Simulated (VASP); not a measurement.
**Rb: single point with LDA**

Rb:

```
CELL_PARAMETERS angstrom
-2.79500 2.79500 2.79500
2.79500 -2.79500 2.79500
2.79500 2.79500 -2.79500
ATOMIC_POSITIONS crystal
Rb 0.00000 0.00000 0.00000
```

* Program: VASP 6.6.1
* Task: single point
* Functional: LDA
* Potentials or basis: VASP PAW LDA potentials, release 64 (Rb_sv)
* Cutoff: 520 eV
* k mesh: 10 × 10 × 10
* Occupations: gaussian, width 0.05 eV
* Spin: no spin polarisation
* Dipole correction: no
* Further INCAR settings: ALGO = Normal; EDIFF = 1e-07; NBANDS = 10

The pressure is -0.3 GPa.

Levels at points of the mesh, in eV from the Fermi level:
| k point | band 1 | band 2 | band 3 | band 4 | band 5 | band 6 | band 7 | band 8 | band 9 |
| --- | --- | --- | --- | --- | --- | --- | --- | --- | --- |
| (0.00, 0.00, 0.00) | -28.78 | -12.88 | -12.88 | -12.88 | -2.05 | 3.61 | 3.61 | 3.61 | 4.61 |
| (0.50, 0.00, 0.00) | -28.78 | -12.99 | -12.92 | -12.88 | 0.19 | 0.86 | 2.53 | 4.23 | 5.21 |
| (0.50, 0.50, 0.50) | -28.77 | -12.96 | -12.96 | -12.96 | 1.24 | 1.24 | 3.34 | 3.34 | 3.34 |

Run time: 20 s on 1 thread of Intel(R) Xeon(R) Platinum 8375C CPU @ 2.90GHz (Ice Lake) (shared host), peak memory 0.18 GiB.
